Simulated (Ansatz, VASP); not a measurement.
Two plane-wave programs on C

```
CELL_PARAMETERS angstrom
1.78574 -1.78574 0.00000
1.78574 0.00000 -1.78574
7.67867 6.60723 7.14295
ATOMIC_POSITIONS crystal
C 0.58541 0.66667 0.27087
C 0.96874 0.00000 0.10420
C 0.20207 0.33333 0.43753
C 0.43541 0.66667 0.77087
C 0.81874 0.00000 0.60420
C 0.05207 0.33333 0.93753
C 0.54791 0.66667 0.39587
C 0.93124 0.00000 0.22920
C 0.16457 0.33333 0.56253
C 0.39791 0.66667 0.89587
C 0.78124 0.00000 0.72920
C 0.31457 0.33333 0.06253
```

Alike in both runs: task single point; functional PBE; k mesh 10 × 10 × 2; occupations gaussian, width 0.05 eV; no spin polarisation.

```csv
,VASP,Ansatz
version,VASP 6.6.1,Ansatz 0.2.0
potentials or method,"VASP PAW PBE potentials, release 64 (C), cutoff 520 eV","scalar-relativistic, plane waves, PAW"
valence electrons in the cell,48,48
```

|  | VASP | Ansatz | Ansatz less VASP |
| --- | --- | --- | --- |
| gap on the k mesh at the Fermi level (eV) | 1.03 | 1.03 | +0.002 |
| least direct gap on the mesh (eV) | 2.65 | 2.66 | +0.008 |
| pressure (GPa) | 1.7 | 1.0 | -0.65 |
| traceless stress, the component that is largest in VASP (GPa) | -22.28 | -22.28 | +0.001 |
| rms of the force components (eV/Å) | 1.131 | 1.133 | +0.0024 |

Atom by atom the forces differ by 0.005 eV/Å (rms over components).
